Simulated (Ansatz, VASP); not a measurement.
Two plane-wave programs on Be2Se3

```xyz
5
Lattice="3.6637 2.1152 2.5899 -3.6637 2.1152 2.5899 0.0000 -4.2304 2.5899" Properties=species:S:1:pos:R:3 pbc="T T T"
Be    0.0000    0.0000    6.3894
Be    0.0000    0.0000    1.3802
Se   -1.8318    1.0576    1.2949
Se    0.0000   -2.1152    1.2949
Se    1.8318    1.0576    1.2949
```

Change from the starting cell: species swapped into the Br2Cl3 type (R-3m, No. 166).

Alike in both runs: task relaxation of cell and atoms; functional PBE; k mesh 12 × 12 × 12; occupations gaussian, width 0.1 eV; no spin polarisation.

|  | VASP | Ansatz |
| --- | --- | --- |
| version | VASP 6.6.1 | Ansatz 0.2.0 |
| potentials or method | VASP PAW PBE potentials, release 64 (Be, Se), cutoff 600 eV | scalar-relativistic, plane waves, PAW |
| valence electrons in the cell | 22 | 52 |

Ansatz gave:

```
gap on the k mesh at the Fermi level, each at its own relaxed structure (eV)  : none
relaxed volume (Å³/atom)                                                      : 24.08
relaxed length of the cell vector where the two differ most in proportion (Å) : 4.960
```

What did VASP give for the same quantities?

gap on the k mesh at the Fermi level, each at its own relaxed structure (eV): none; relaxed volume (Å³/atom): 24.15; relaxed length of the cell vector where the two differ most in proportion (Å): 4.965.

A gap of «none» marks a metal or a gap that the smearing closes. VASP's potentials hold 22 valence electrons a cell and Ansatz's 52, so a difference there can come from the potentials and not from the codes.
